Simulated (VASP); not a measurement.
# Sc (P6_3/mmc) in VASP: further runs, part 2 of 2

VASP 6.6.1. The steps go on from the part before.

## Step 3: Single point, RPBE

Input file INCAR:

```
  ALGO = Normal
  EDIFF = 1E-6
  ENCUT = 500
  GGA = RP
  GGA_COMPAT = F
  ISIF = 2
  ISMEAR = 1
  LASPH = T
  LCHARG = F
  LREAL = F
  LWAVE = F
  NBANDS = 18
  NELM = 120
  PREC = Accurate
  SIGMA = 0.1
```

Input file KPOINTS:

```
k-points
0
Gamma
  9 9 5
```

Input file POSCAR:

```
Sc
1.0
    3.3090000000      0.0000000000      0.0000000000
   -1.6545000000      2.8656780611      0.0000000000
    0.0000000000      0.0000000000      5.2733000000
Sc
2
Direct
    0.6666666667      0.3333333333      0.7500000000
    0.3333333333      0.6666666667      0.2500000000
```

Potentials or basis: VASP PAW PBE potentials, release 64 (Sc_sv).

Launch:

```sh
> cat potpaw_PBE.64/Sc_sv/POTCAR > POTCAR
> mpirun -np 1 vasp_std > vasp.out
```

OUTCAR:

```text
EDIFF = 1E-6
   ENCUT = 500
   GGA = RP
   ISIF = 2
   ISMEAR = 1
   LASPH = T
   LREAL = F
   NELM = 120
   PREC = Accurate

 ion  position               nearest neighbor table
   1  0.667  0.333  0.750-   2 3.26   2 3.26   2 3.26   2 3.26   2 3.26   2 3.26
   2  0.333  0.667  0.250-   1 3.26   1 3.26   1 3.26   1 3.26   1 3.26   1 3.26

  LATTYP: Found a hexagonal cell.
 ALAT       =     3.3090000000
 C/A-ratio  =     1.5936234512

  Lattice vectors:

 A1 = (   3.3090000000,   0.0000000000,   0.0000000000)
 A2 = (  -1.6545000000,   2.8656780611,   0.0000000000)
 A3 = (   0.0000000000,   0.0000000000,   5.2733000000)

Analysis of symmetry for initial positions (statically):
=====================================================================
 Subroutine PRICEL returns:
 Original cell was already a primitive cell.

 Routine SETGRP: Setting up the symmetry group for a
 hexagonal supercell.

 Subroutine GETGRP returns: Found 24 space group operations
 (whereof 12 operations were pure point group operations)
 out of a pool of 24 trial point group operations.

The static configuration has the point symmetry D_3d.
 The point group associated with its full space group is D_6h.

Analysis of symmetry for dynamics (positions and initial velocities):
=====================================================================
 Subroutine PRICEL returns:
 Original cell was already a primitive cell.

 Routine SETGRP: Setting up the symmetry group for a
 hexagonal supercell.

 Subroutine GETGRP returns: Found 24 space group operations
 (whereof 12 operations were pure point group operations)
 out of a pool of 24 trial point group operations.

The dynamic configuration has the point symmetry D_3d.
 The point group associated with its full space group is D_6h.

 Subroutine INISYM returns: Found 24 space group operations
 (whereof 12 operations are pure point group operations),
 and found     1 'primitive' translations

----------------------------------------------------------------------------------------

                                     Primitive cell

  volume of cell :      50.0042

  direct lattice vectors                    reciprocal lattice vectors
     3.309000000  0.000000000  0.000000000     0.302206105  0.174478776  0.000000000
    -1.654500000  2.865678061  0.000000000     0.000000000  0.348957552  0.000000000
     0.000000000  0.000000000  5.273300000     0.000000000  0.000000000  0.189634574

  length of vectors
     3.309000000  3.309000000  5.273300000     0.348957552  0.348957552  0.189634574

  position of ions in fractional coordinates (direct lattice)
     0.666666667  0.333333333  0.750000000
     0.333333333  0.666666667  0.250000000

  ion indices of the primitive-cell ions
   primitive index   ion index
                 1           1
                 2           2

----------------------------------------------------------------------------------------

 KPOINTS: k-points

Automatic generation of k-mesh.
 Grid dimensions read from file:
 generate k-points for:    9    9    5

 Generating k-lattice:

  Cartesian coordinates                     Fractional coordinates (reciprocal lattice)
     0.033578456  0.019386531  0.000000000     0.111111111 -0.000000000  0.000000000
     0.000000000  0.038773061  0.000000000     0.000000000  0.111111111  0.000000000
     0.000000000  0.000000000  0.037926915     0.000000000  0.000000000  0.200000000

  Length of vectors
     0.038773061  0.038773061  0.037926915

  Shift w.r.t. Gamma in fractional coordinates (k-lattice)
     0.000000000  0.000000000  0.000000000

 Subroutine IBZKPT returns following result:
 ===========================================

 Found     36 irreducible k-points:

 Following reciprocal coordinates:
            Coordinates               Weight
  0.000000  0.000000  0.000000      1.000000
  0.111111 -0.000000  0.000000      6.000000
  0.222222  0.000000  0.000000      6.000000
  0.333333  0.000000  0.000000      6.000000
  0.444444  0.000000  0.000000      6.000000
  0.111111  0.111111  0.000000      6.000000
[... 16 lines left out ...]
  0.333333  0.222222  0.200000     24.000000
  0.333333  0.333333  0.200000      4.000000
 [... further k-points ...]
   k-points           NKPTS =     36   k-points in BZ     NKDIM =     36   number of bands    NBANDS=     18
   number of dos      NEDOS =    301   number of ions     NIONS =      2
   total plane-waves  NPLWV =  23040
   dimension x,y,z NGX =    24 NGY =   24 NGZ =   40
   dimension x,y,z NGXF=    48 NGYF=   48 NGZF=   80
   ions per type =               2
   NGX,Y,Z   is equivalent  to a cutoff of  12.06, 12.06, 12.61 a.u.
   NGXF,Y,Z  is equivalent  to a cutoff of  24.12, 24.12, 25.22 a.u.
 SYSTEM =  unknown system
   PREC   = accura    normal or accurate (medium, high low for compatibility)
   ISTART =      0    job   : 0-new  1-cont  2-samecut
   ICHARG =      2    charge: 1-file 2-atom 10-const
   ISPIN  =      1    spin polarized calculation?
   LNONCOLLINEAR =      F non collinear calculations
   LSORBIT =      F    spin-orbit coupling
   LASPH  =      T    aspherical Exc in radial PAW
   ENCUT  =  500.0 eV  36.75 Ry    6.06 a.u.   6.03  6.03  9.61*2*pi/ulx,y,z
   NELM   =    120;   NELMIN=  2; NELMDL= -5     # of ELM steps
   EDIFF  = 0.1E-05   stopping-criterion for ELM
   LREAL  =      F    real-space projection
   EDIFFG = 0.1E-04   stopping-criterion for IOM
   NSW    =      0    number of steps for IOM
   IBRION =     -1    ionic relax: 0-MD 1-quasi-New 2-CG
   NFREE  =      0    steps in history (QN), initial steepest desc. (CG)
   ISIF   =      2    stress and relaxation
   ISYM   =      2    0-nonsym 1-usesym 2-fastsym
   POTIM  = 0.5000    time-step for ionic-motion
   TEBEG  =    0.0;   TEEND  =   0.0 temperature during run
   PSTRESS=    0.0 pullay stress
   NELECT =      22.0000    total number of electrons
   NUPDOWN=      -1.0000    fix difference up-down
   EMIN   =  10.00;   EMAX   =-10.00  energy-range for DOS
   EFERMI =   0.00;   METHOD = LEGACY
   ISMEAR =     1;   SIGMA  =   0.10  broadening in eV -4-tet -1-fermi 0-gaus
   EFERMI_NEDOS =   21; number of points for ismear=-14 and -15
   IALGO  =     38    algorithm
   IMIX   =      4    mixing-type and parameters
     AMIX     =   0.40;   BMIX     =  1.00
     AMIX_MAG =   1.60;   BMIX_MAG =  1.00
  volume/ion in A,a.u.               =      25.00       168.72
  Fermi-wavevector in a.u.,A,eV,Ry     =   1.245127  2.352948 21.093660  1.550340
  Thomas-Fermi vector in A             =   2.379363
   LORBIT       =      0    0 simple, 1 ext, 2 COOP (PROOUT), +10 PAW based schemes
   GGA     = RP    functional components
   LHFCALC =     F    Hartree Fock is set to
   AEXX    =    0.0000 exact exchange contribution
   IVDW    =     0    specifies the selected vdW correction
   LEPSILON=     F    determine dielectric tensor
   LRPA    =     F    only Hartree local field effects (RPA)
 non-spin polarized calculation
 Methfessel and Paxton  Order N= 1 SIGMA  =   0.10
  energy-cutoff  :      500.00
  volume of cell :       50.00
 maximum number of plane-waves:      1290
   NGX = 13   NGY = 13   NGZ = 19

 number of electron      22.0000007 magnetization

 Free energy of the ion-electron system (eV)
  ---------------------------------------------------
  ext. energy  EPLUGINS =         0.00000000
  ---------------------------------------------------
  free energy    TOTEN  =       -11.87075688 eV

  energy without entropy =      -11.86849910  energy(sigma->0) =      -11.87000429

 E-fermi :   3.7106     XC(G=0):  -9.7031

 val. band max:        3.7070666392   @ k =   0.3333   0.1111   0.4000
 cond. band min:       3.7144246194   @ k =   0.1111   0.1111   0.2000
 fundamental gap:      0.0073579802
 Fermi energy:         3.7105616605

 k-point     1 :       0.0000    0.0000    0.0000
  band No.  band energies     occupation
      1     -45.8919      2.00000
      2     -45.8319      2.00000
      3     -24.6251      2.00000
      4     -24.3092      2.00000
      5     -24.3092      2.00000
      6     -24.2535      2.00000
[... 10 lines left out ...]
     17       6.0938      0.00000
     18       6.0938      0.00000

 k-point     2 :       0.1111   -0.0000    0.0000
  band No.  band energies     occupation
      1     -45.8865      2.00000
      2     -45.8297      2.00000
      3     -24.6103      2.00000
      4     -24.3395      2.00000
      5     -24.3192      2.00000
      6     -24.2851      2.00000
[... 10 lines left out ...]
     17       5.9027      0.00000
     18       5.9409      0.00000
[... 442 lines left out ...]
 k-point    24 :       0.3333    0.3333    0.2000
  band No.  band energies     occupation
      1     -45.8253      2.00000
      2     -45.8253      2.00000
      3     -24.5102      2.00000
      4     -24.5032      2.00000
      5     -24.5032      2.00000
      6     -24.4112      2.00000
[... 10 lines left out ...]
     17       7.2610      0.00000
     18       7.2610      0.00000

 [... further k-points ...]
[... 5 lines left out ...]
  --------------------------------------------------------------------------------------
  -------------------------------------------------------------------------------------
  Total        0.5617984      0.5617984      0.1202343      0.0000000      0.0000000      0.0000000
  in kB       18.0004947     18.0004947      3.8524069      0.0000000      0.0000000      0.0000000
  external PRESSURE =      13.2844654 kB  Pullay stress =       0.0000000 kB

 VOLUME and BASIS-vectors are now :
 -----------------------------------------------------------------------------
  energy-cutoff  :      500.00
  volume of cell :       50.00
      direct lattice vectors                 reciprocal lattice vectors
     3.309000000  0.000000000  0.000000000     0.302206105  0.174478776  0.000000000
    -1.654500000  2.865678061  0.000000000     0.000000000  0.348957552  0.000000000
     0.000000000  0.000000000  5.273300000     0.000000000  0.000000000  0.189634574

 POSITION                                       TOTAL-FORCE (eV/Angst)
 -----------------------------------------------------------------------------------
      1.65450      0.95523      3.95498         0.000000     -0.000000      0.000000
     -0.00000      1.91045      1.31832        -0.000000      0.000000      0.000000
 -----------------------------------------------------------------------------------
    total drift:                               -0.000000      0.000000     -0.000000

  FREE ENERGIE OF THE ION-ELECTRON SYSTEM (eV)
  ---------------------------------------------------
  free  energy   TOTEN  =       -11.8707568809 eV

  energy  without entropy=      -11.8684991028  energy(sigma->0) =      -11.87000429
```

OSZICAR:

```text
N       E                     dE             d eps       ncg     rms          rms(c)
DAV:   1     0.358279294883E+03    0.35828E+03   -0.10802E+04  1296   0.126E+03
DAV:   2     0.713015240037E+01   -0.35115E+03   -0.34329E+03  1672   0.537E+02
DAV:   3    -0.127398026024E+02   -0.19870E+02   -0.18912E+02  2112   0.150E+02
DAV:   4    -0.132154134566E+02   -0.47561E+00   -0.47297E+00  1992   0.203E+01
DAV:   5    -0.132218037076E+02   -0.63903E-02   -0.63863E-02  2192   0.246E+00    0.739E+00
DAV:   6    -0.120260102082E+02    0.11958E+01   -0.27847E+00  1726   0.184E+01    0.224E+00
DAV:   7    -0.118790065813E+02    0.14700E+00   -0.74192E-01  1748   0.869E+00    0.925E-01
DAV:   8    -0.118727771126E+02    0.62295E-02   -0.36625E-02  1724   0.231E+00    0.279E-01
DAV:   9    -0.118707299827E+02    0.20471E-02   -0.11879E-02  1764   0.117E+00    0.263E-02
DAV:  10    -0.118707629869E+02   -0.33004E-04   -0.23647E-04  2032   0.205E-01    0.115E-02
DAV:  11    -0.118707534343E+02    0.95526E-05   -0.81841E-06  1904   0.358E-02    0.305E-03
DAV:  12    -0.118707573261E+02   -0.38917E-05   -0.57653E-07   926   0.903E-03    0.159E-03
DAV:  13    -0.118707568809E+02    0.44516E-06   -0.13423E-07   888   0.650E-03
   1 F= -.11870757E+02 E0= -.11870004E+02  d E =-.225778E-02
```

Wall time 34 s (1 thread of Intel Xeon Platinum 8259CL at 2.50GHz (Skylake/Cascade Lake), shared host); peak memory 0.16 GiB.

What came out:

| Property | Result |
| --- | --- |
| Free energy | -11.8708 eV |
| Pressure | 1.3 GPa |
| Band gap on the k mesh | zero (bands 11 and 12 overlap by 1.11 eV) |

Caveat: the PAW data sets were made with another functional, which shifts forces and pressure a little.
